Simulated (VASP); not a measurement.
# CaO (Fm-3m) in VASP: notebook

CaO is run at these levels: LDA; tasks: single point, relaxation of cell and atoms.

All numbers are computed with VASP 6.6.1; they aren't measurements. Logs are shortened: lines on timing, memory, paths and dates and some standing lists are left out, and cuts for length are marked.

## Step 1: The cell of the first run

The structure is cubic, space group Fm-3m (No. 225). The conventional cell has a = 4.720 Å, b = 4.720 Å, c = 4.720 Å, α = 90.00°, β = 90.00°, γ = 90.00°. Ca (site symmetry m-3m) has 6 O at 2.36 Å within 3.1 Å. O (site symmetry m-3m) has 6 Ca at 2.36 Å within 3.1 Å.

## Step 2: Single point, LDA

The input, INCAR:

```
ALGO     = Normal         # electronic algorithm
EDIFF    = 1E-6           # SCF threshold, eV
ENCUT    = 600            # plane-wave cutoff, eV
GGA_COMPAT= F            
ISIF     = 2              # what is computed and relaxed
ISMEAR   = 0              # smearing method
LASPH    = T              # aspherical terms in the spheres
LCHARG   = F              # write CHGCAR
LREAL    = F              # projectors in reciprocal space
LWAVE    = F              # write WAVECAR
NBANDS   = 15             # bands
NELM     = 120            # most SCF steps
PREC     = Accurate       # precision mode
SIGMA    = 0.01           # smearing width, eV
```

The input, KPOINTS:

```
k-points
0
Gamma
  8 8 8
```

The input, POSCAR:

```
CaO
1.0
    0.0000000000      2.3600987978      2.3600987978
    2.3600987978      0.0000000000      2.3600987978
    2.3600987978      2.3600987978      0.0000000000
Ca O
1 1
Direct
    0.0000000000      0.0000000000      0.0000000000
    0.5000000000      0.5000000000      0.5000000000
```

Potentials or basis: VASP PAW LDA potentials, release 64 (Ca_sv, O).

Run with:

```bash
$ cat potpaw_LDA.64/Ca_sv/POTCAR potpaw_LDA.64/O/POTCAR > POTCAR
$ mpirun -np 1 vasp_std > vasp.out
```

OUTCAR:

```text
EDIFF = 1E-6
   ENCUT = 600
   ISIF = 2
   ISMEAR = 0
   LASPH = T
   LREAL = F
   NELM = 120
   PREC = Accurate

 ion  position               nearest neighbor table
   1  0.000  0.000  0.000-   2 2.36   2 2.36   2 2.36   2 2.36   2 2.36   2 2.36
   2  0.500  0.500  0.500-   1 2.36   1 2.36   1 2.36   1 2.36   1 2.36   1 2.36

  LATTYP: Found a face centered cubic cell.
 ALAT       =     4.7201975956

  Lattice vectors:

 A1 = (   0.0000000000,   2.3600987978,   2.3600987978)
 A2 = (   2.3600987978,   0.0000000000,   2.3600987978)
 A3 = (   2.3600987978,   2.3600987978,   0.0000000000)

Analysis of symmetry for initial positions (statically):
=====================================================================
 Subroutine PRICEL returns:
 Original cell was already a primitive cell.

 Routine SETGRP: Setting up the symmetry group for a
 face centered cubic supercell.

 Subroutine GETGRP returns: Found 48 space group operations
 (whereof 48 operations were pure point group operations)
 out of a pool of 48 trial point group operations.

The static configuration has the point symmetry O_h .

Analysis of symmetry for dynamics (positions and initial velocities):
=====================================================================
 Subroutine PRICEL returns:
 Original cell was already a primitive cell.

 Routine SETGRP: Setting up the symmetry group for a
 face centered cubic supercell.

 Subroutine GETGRP returns: Found 48 space group operations
 (whereof 48 operations were pure point group operations)
 out of a pool of 48 trial point group operations.

The dynamic configuration has the point symmetry O_h .

 Subroutine INISYM returns: Found 48 space group operations
 (whereof 48 operations are pure point group operations),
 and found     1 'primitive' translations

----------------------------------------------------------------------------------------

                                     Primitive cell

  volume of cell :      26.2918

  direct lattice vectors                    reciprocal lattice vectors
     0.000000000  2.360098798  2.360098798    -0.211855538  0.211855538  0.211855538
     2.360098798  0.000000000  2.360098798     0.211855538 -0.211855538  0.211855538
     2.360098798  2.360098798  0.000000000     0.211855538  0.211855538 -0.211855538

  length of vectors
     3.337683728  3.337683728  3.337683728     0.366944555  0.366944555  0.366944555

  position of ions in fractional coordinates (direct lattice)
     0.000000000  0.000000000  0.000000000
     0.500000000  0.500000000  0.500000000

  ion indices of the primitive-cell ions
   primitive index   ion index
                 1           1
                 2           2

----------------------------------------------------------------------------------------

 KPOINTS: k-points

Automatic generation of k-mesh.
 Grid dimensions read from file:
 generate k-points for:    8    8    8

 Generating k-lattice:

  Cartesian coordinates                     Fractional coordinates (reciprocal lattice)
    -0.026481942  0.026481942  0.026481942     0.125000000  0.000000000  0.000000000
     0.026481942 -0.026481942  0.026481942     0.000000000  0.125000000  0.000000000
     0.026481942  0.026481942 -0.026481942     0.000000000  0.000000000  0.125000000

  Length of vectors
     0.045868069  0.045868069  0.045868069

  Shift w.r.t. Gamma in fractional coordinates (k-lattice)
     0.000000000  0.000000000  0.000000000

 Subroutine IBZKPT returns following result:
 ===========================================

 Found     29 irreducible k-points:

 Following reciprocal coordinates:
            Coordinates               Weight
  0.000000  0.000000  0.000000      1.000000
  0.125000  0.000000  0.000000      8.000000
  0.250000  0.000000  0.000000      8.000000
  0.375000  0.000000  0.000000      8.000000
  0.500000  0.000000  0.000000      4.000000
  0.125000  0.125000  0.000000      6.000000
[... 16 lines left out ...]
  0.500000  0.250000  0.125000     48.000000
 -0.375000  0.250000  0.125000     24.000000
 [... further k-points ...]
   k-points           NKPTS =     29   k-points in BZ     NKDIM =     29   number of bands    NBANDS=     15
   number of dos      NEDOS =    301   number of ions     NIONS =      2
   total plane-waves  NPLWV =  21952
   dimension x,y,z NGX =    28 NGY =   28 NGZ =   28
   dimension x,y,z NGXF=    56 NGYF=   56 NGZF=   56
   ions per type =               1   1
   NGX,Y,Z   is equivalent  to a cutoff of  13.95, 13.95, 13.95 a.u.
   NGXF,Y,Z  is equivalent  to a cutoff of  27.89, 27.89, 27.89 a.u.
 SYSTEM =  unknown system
   PREC   = accura    normal or accurate (medium, high low for compatibility)
   ISTART =      0    job   : 0-new  1-cont  2-samecut
   ICHARG =      2    charge: 1-file 2-atom 10-const
   ISPIN  =      1    spin polarized calculation?
   LNONCOLLINEAR =      F non collinear calculations
   LSORBIT =      F    spin-orbit coupling
   LASPH  =      T    aspherical Exc in radial PAW
   ENCUT  =  600.0 eV  44.10 Ry    6.64 a.u.   6.67  6.67  6.67*2*pi/ulx,y,z
   NELM   =    120;   NELMIN=  2; NELMDL= -5     # of ELM steps
   EDIFF  = 0.1E-05   stopping-criterion for ELM
   LREAL  =      F    real-space projection
   EDIFFG = 0.1E-04   stopping-criterion for IOM
   NSW    =      0    number of steps for IOM
   IBRION =     -1    ionic relax: 0-MD 1-quasi-New 2-CG
   NFREE  =      0    steps in history (QN), initial steepest desc. (CG)
   ISIF   =      2    stress and relaxation
   ISYM   =      2    0-nonsym 1-usesym 2-fastsym
   POTIM  = 0.5000    time-step for ionic-motion
   TEBEG  =    0.0;   TEEND  =   0.0 temperature during run
   PSTRESS=    0.0 pullay stress
   NELECT =      16.0000    total number of electrons
   NUPDOWN=      -1.0000    fix difference up-down
   EMIN   =  10.00;   EMAX   =-10.00  energy-range for DOS
   EFERMI =   0.00;   METHOD = LEGACY
   ISMEAR =     0;   SIGMA  =   0.01  broadening in eV -4-tet -1-fermi 0-gaus
   EFERMI_NEDOS =   21; number of points for ismear=-14 and -15
   IALGO  =     38    algorithm
   IMIX   =      4    mixing-type and parameters
     AMIX     =   0.40;   BMIX     =  1.00
     AMIX_MAG =   1.60;   BMIX_MAG =  1.00
  volume/ion in A,a.u.               =      13.15        88.71
  Fermi-wavevector in a.u.,A,eV,Ry     =   1.387314  2.621643 26.186304  1.924639
  Thomas-Fermi vector in A             =   2.511546
   LORBIT       =      0    0 simple, 1 ext, 2 COOP (PROOUT), +10 PAW based schemes
   GGA     = CA    functional components
   LHFCALC =     F    Hartree Fock is set to
   AEXX    =    0.0000 exact exchange contribution
   IVDW    =     0    specifies the selected vdW correction
   LEPSILON=     F    determine dielectric tensor
   LRPA    =     F    only Hartree local field effects (RPA)
 non-spin polarized calculation
 Gauss-broadening in eV      SIGMA  =   0.01
  energy-cutoff  :      600.00
  volume of cell :       26.29
 maximum number of plane-waves:       893
   NGX = 13   NGY = 13   NGZ = 13

 number of electron      15.9999998 magnetization

 Free energy of the ion-electron system (eV)
  ---------------------------------------------------
  ext. energy  EPLUGINS =         0.00000000
  ---------------------------------------------------
  free energy    TOTEN  =       -14.22387773 eV

  energy without entropy =      -14.22387773  energy(sigma->0) =      -14.22387773

 E-fermi :   2.5155     XC(G=0): -11.2984

 val. band max:        2.3359276209   @ k =   0.0000   0.0000   0.0000
 cond. band min:       5.7627674978   @ k =   0.5000   0.5000   0.0000
 fundamental gap:      3.4268398769
 Fermi energy:         2.5155404804

 k-point     1 :       0.0000    0.0000    0.0000
  band No.  band energies     occupation
      1     -34.5150      2.00000
      2     -15.5155      2.00000
      3     -15.5155      2.00000
      4     -15.5155      2.00000
      5     -12.9788      2.00000
      6       2.3359      2.00000
      7       2.3359      2.00000
      8       2.3359      2.00000
      9       7.3520      0.00000
     10       8.5687      0.00000
     11       8.5687      0.00000
     12       8.5687      0.00000
     13      10.2296      0.00000
     14      10.2296      0.00000
     15      17.4703      0.00000

 k-point     2 :       0.1250    0.0000    0.0000
  band No.  band energies     occupation
      1     -34.4945      2.00000
      2     -15.8081      2.00000
      3     -15.5252      2.00000
      4     -15.5252      2.00000
      5     -12.6783      2.00000
      6       1.7670      2.00000
      7       2.0969      2.00000
      8       2.0969      2.00000
      9       8.0450      0.00000
     10       8.5338      0.00000
     11       8.8587      0.00000
     12       8.8587      0.00000
     13      10.6407      0.00000
     14      10.6407      0.00000
     15      18.1529      0.00000

 k-point     3 :       0.2500    0.0000    0.0000
  band No.  band energies     occupation
      1     -34.4444      2.00000
      2     -16.3546      2.00000
      3     -15.5483      2.00000
      4     -15.5483      2.00000
      5     -12.1101      2.00000
      6       0.6924      2.00000
      7       1.5905      2.00000
      8       1.5905      2.00000
      9       8.6223      0.00000
     10       9.5283      0.00000
     11       9.6225      0.00000
     12       9.6225      0.00000
     13      11.6235      0.00000
     14      11.6235      0.00000
     15      18.7206      0.00000

 k-point     4 :       0.3750    0.0000    0.0000
  band No.  band energies     occupation
      1     -34.3937      2.00000
      2     -16.7888      2.00000
      3     -15.5711      2.00000
      4     -15.5711      2.00000
      5     -11.6493      2.00000
      6      -0.1794      2.00000
      7       1.1552      2.00000
      8       1.1552      2.00000
      9       9.1420      0.00000
     10      10.5163      0.00000
     11      10.5163      0.00000
     12      10.7224      0.00000
     13      12.6905      0.00000
     14      12.6905      0.00000
     15      17.7118      0.00000
[... 307 lines left out ...]
 k-point    22 :       0.3750    0.2500    0.1250
  band No.  band energies     occupation
      1     -34.4080      2.00000
      2     -16.4010      2.00000
      3     -15.7187      2.00000
      4     -15.5941      2.00000
      5     -12.0662      2.00000
      6       0.3845      2.00000
      7       1.4728      2.00000
      8       1.7923      2.00000
      9       7.6511      0.00000
     10       9.7347      0.00000
     11      10.3867      0.00000
     12      10.7665      0.00000
     13      11.6090      0.00000
     14      12.9135      0.00000
     15      19.2619      0.00000

 k-point    23 :       0.5000    0.2500    0.1250
  band No.  band energies     occupation
      1     -34.3678      2.00000
      2     -16.5907      2.00000
      3     -15.8014      2.00000
      4     -15.6415      2.00000
      5     -11.8996      2.00000
      6       0.2014      2.00000
      7       1.1595      2.00000
      8       1.4411      2.00000
      9       8.2128      0.00000
     10      10.0442      0.00000
     11      11.0476      0.00000
     12      11.2303      0.00000
     13      12.6702      0.00000
     14      13.8766      0.00000
     15      17.6262      0.00000

 k-point    24 :      -0.3750    0.2500    0.1250
  band No.  band energies     occupation
      1     -34.3510      2.00000
      2     -16.6669      2.00000
      3     -15.8205      2.00000
      4     -15.6743      2.00000
      5     -11.8367      2.00000
      6       0.1467      2.00000
      7       1.1334      2.00000
      8       1.1785      2.00000
      9       9.1872      0.00000
     10       9.2572      0.00000
     11      11.3746      0.00000
     12      11.6656      0.00000
     13      12.9881      0.00000
     14      14.6907      0.00000
     15      16.7155      0.00000

 [... further k-points ...]

------------------------ aborting loop because EDIFF is reached ----------------------------------------

  FORCE on cell =-STRESS in cart. coord.  units (eV):
  Direction    XX          YY          ZZ          XY          YZ          ZX
  --------------------------------------------------------------------------------------
  -------------------------------------------------------------------------------------
  Total       -0.0270272     -0.0270272     -0.0270272      0.0000000     -0.0000000     -0.0000000
  in kB       -1.6469905     -1.6469905     -1.6469905      0.0000000     -0.0000000     -0.0000000
  external PRESSURE =      -1.6469905 kB  Pullay stress =       0.0000000 kB

 VOLUME and BASIS-vectors are now :
 -----------------------------------------------------------------------------
  energy-cutoff  :      600.00
  volume of cell :       26.29
      direct lattice vectors                 reciprocal lattice vectors
     0.000000000  2.360098798  2.360098798    -0.211855538  0.211855538  0.211855538
     2.360098798  0.000000000  2.360098798     0.211855538 -0.211855538  0.211855538
     2.360098798  2.360098798  0.000000000     0.211855538  0.211855538 -0.211855538

 POSITION                                       TOTAL-FORCE (eV/Angst)
 -----------------------------------------------------------------------------------
      0.00000      0.00000      0.00000        -0.000000      0.000000      0.000000
      2.36010      2.36010      2.36010         0.000000     -0.000000     -0.000000
 -----------------------------------------------------------------------------------
    total drift:                                0.000000      0.000000      0.000000

  FREE ENERGIE OF THE ION-ELECTRON SYSTEM (eV)
  ---------------------------------------------------
  free  energy   TOTEN  =       -14.2238777328 eV

  energy  without entropy=      -14.2238777328  energy(sigma->0) =      -14.22387773
```

Run time: 12 s. Hardware: 1 thread of Intel Xeon Platinum 8375C at 2.90GHz (Ice Lake), shared host; peak memory 0.15 GiB.

What came out:

| Quantity | Value |
| --- | --- |
| Free energy | -14.2239 eV |
| Pressure | -0.2 GPa |
| Band gap on the k mesh | 3.43 eV (least direct gap 3.79 eV) |

A k mesh can miss the band edges.

(Part 1 of 2 ends here.)
